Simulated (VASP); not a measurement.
Crystal: AlP.

```
CELL_PARAMETERS angstrom
0.00000 2.43462 2.43462
2.43462 0.00000 2.43462
2.43462 2.43462 0.00000
ATOMIC_POSITIONS crystal
Al 0.00000 0.00000 0.00000
P 0.75000 0.75000 0.75000
```

```yaml
Program: VASP 6.6.1
Task: relaxation of cell and atoms
Functional: PBE
Potentials_or_basis: VASP PAW PBE potentials, release 64 (Al, P)
Cutoff: 500 eV
k_mesh: 7 × 7 × 7
Occupations: gaussian, width 0.2 eV
Spin: no spin polarisation
```

At the start: pressure 63.9 GPa; volume 14.43 Å³/atom.

Where does the relaxation end?

Over 4 steps the energy falls by 944.8 meV/atom and the volume is 20.97 Å³/atom (+45.3 %); space group F-43m (No. 216, to 0.05 Å).

Step by step:
```csv
step,energy change (eV),largest force (eV/Å),pressure (GPa),volume (Å³)
1,0.0000,0.0000,63.85,28.86
2,-0.7967,0.0000,-13.55,60.17
3,-1.8879,0.0000,-1.11,42.31
4,-1.8897,0.0000,-0.40,41.93
```

Final structure:
```xyz
2
Lattice="0.0000 2.7574 2.7574 2.7574 0.0000 2.7574 2.7574 2.7574 0.0000" Properties=species:S:1:pos:R:3 pbc="T T T"
Al    0.0000    0.0000    0.0000
P     4.1361    4.1361    4.1361
```

Caveat: the volume moved by over 15 % at a fixed basis, so the end points are rough.
